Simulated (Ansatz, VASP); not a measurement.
Given: the input of a run of VASP 6.6.1 on Al.

POSCAR

```
Al
1.0
    0.0000000000      1.9834708509      1.9834708509
    1.9834708509      0.0000000000      1.9834708509
    1.9834708509      1.9834708509      0.0000000000
Al
1
Direct
    0.0000000000      0.0000000000      0.0000000000
```

The input INCAR.step1:

```
SYSTEM = Al
PREC     = Accurate       ! precision mode
ENCUT    = 520            ! plane-wave cutoff, eV
EDIFF    = 1E-5           ! SCF threshold, eV
ISMEAR   = -1             ! smearing method
SIGMA    = 0.05           ! smearing width, eV
LREAL    = .FALSE.        ! projectors in reciprocal space
LASPH    = .TRUE.         ! aspherical terms in the spheres
NELM     = 100            ! most SCF steps
ALGO     = Normal         ! electronic algorithm
ISIF     = 2              ! what is computed and relaxed
LWAVE    = .TRUE.         ! write WAVECAR
LCHARG   = .FALSE.        ! write CHGCAR
NBANDS   = 8              ! bands
GGA      = PE             ! functional
```

INCAR.step2

```
SYSTEM = Al
PREC     = Accurate       ! precision mode
ENCUT    = 520            ! plane-wave cutoff, eV
EDIFF    = 1E-6           ! SCF threshold, eV
ISMEAR   = -1             ! smearing method
SIGMA    = 0.05           ! smearing width, eV
LREAL    = .FALSE.        ! projectors in reciprocal space
LASPH    = .TRUE.         ! aspherical terms in the spheres
NELM     = 100            ! most SCF steps
ALGO     = Normal         ! electronic algorithm
ISIF     = 2              ! what is computed and relaxed
LWAVE    = .FALSE.        ! write WAVECAR
LCHARG   = .FALSE.        ! write CHGCAR
METAGGA  = R2SCAN         ! meta-GGA
LHFCALC  = .TRUE.         ! exact exchange
AEXX     = 0.25           ! exact-exchange fraction
LMIXTAU  = .TRUE.       
PRECFOCK = Normal       
NBANDS   = 8              ! bands
ISTART   = 1
```

KPOINTS

```
regular mesh
0
G
  6 6 6
  0 0 0
```

Potentials or basis: VASP PAW PBE potentials, release 64 (Al).

The run is started by

```console
$ cat potpaw_PBE.64/Al/POTCAR > POTCAR
$ cp INCAR.step1 INCAR
$ mpirun -np 1 vasp_std > vasp.out
$ cp INCAR.step2 INCAR
$ mpirun -np 1 vasp_std > vasp.out
```

Set up the same calculation for Ansatz 0.2.0. Potentials there: Ansatz PAW.

As run (the cutoff follows the program's own potentials):

Contents of input.yaml:

```yaml
crystal:
  lattice:
    - [0.0, 1.9834708509, 1.9834708509]
    - [1.9834708509, 0.0, 1.9834708509]
    - [1.9834708509, 1.9834708509, 0.0]
  atoms:
    - { symbol: Al, position: [0.0, 0.0, 0.0] }
hamiltonian:
  xc: r2scan0
  pseudopotentials: { kind: paw }
kpoints:
  mp_grid: { grid: [6, 6, 6] }
scf:
  occupations: { method: fermi_dirac, width: 0.05 }
output:
  forces: true
  stress: true
  eigenvalues: true
```

Potentials or basis: Ansatz PAW.

The run is started by

```bash
$ ansatz run input.yaml --threads 2 --pin off --max-ram 5632MiB --backend cpu --events-out ev --progress --plain --runs-dir out
```

Both were run:

|  | VASP | Ansatz | Ansatz less VASP |
| --- | --- | --- | --- |
| gap on the k mesh at the Fermi level (eV) | none | none | - |
| pressure (GPa) | 1.9 | 2.2 | +0.24 |

VASP's potentials were made for PBE, not for r2SCAN0. A gap of «none» marks a metal or a gap that the smearing closes. The functional is the same, so the differences come from potentials, cutoffs and numerics.

The k mesh is coarse, so the values compare programs but aren't converged.
